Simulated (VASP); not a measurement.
A run of VASP 6.6.1 is set up as follows.

Contents of INCAR:

```
  ALGO = Fast
  EDIFF = 1E-7
  ENCUT = 520
  GGA = PE
  ISIF = 2
  ISMEAR = 0
  LASPH = T
  LCHARG = F
  LREAL = F
  LWAVE = F
  NBANDS = 28
  NELM = 60
  PREC = Accurate
  SIGMA = 0.1
```

File KPOINTS:

```
k-points
0
Gamma
  8 8 8
```

The input POSCAR:

```
GaW2
1.0
   -1.6485873944      1.6485873944      4.3464710073
    1.6485873944     -1.6485873944      4.3464710073
    1.6485873944      1.6485873944     -4.3464710073
Ga W
1 2
Direct
    0.0000000000      0.0000000000      0.0000000000
    0.6724589138      0.6724589138      0.0000000000
    0.3275410862      0.3275410862      0.0000000000
```

Potentials or basis: VASP PAW PBE potentials, release 64 (Ga_d, W_sv).

Run with:

```console
$ cat potpaw_PBE.64/Ga_d/POTCAR potpaw_PBE.64/W_sv/POTCAR > POTCAR
$ mpirun -np 1 vasp_std > vasp.out
```

Task: Estimate the band gap on the k mesh.

Result: Zero (an odd number of electrons rules out a gap without spin polarisation).

Task: What does it give for the pressure?

Result: 0.5 GPa.

Caveat: spin-orbit coupling is left out, which moves the levels of the heavy elements.
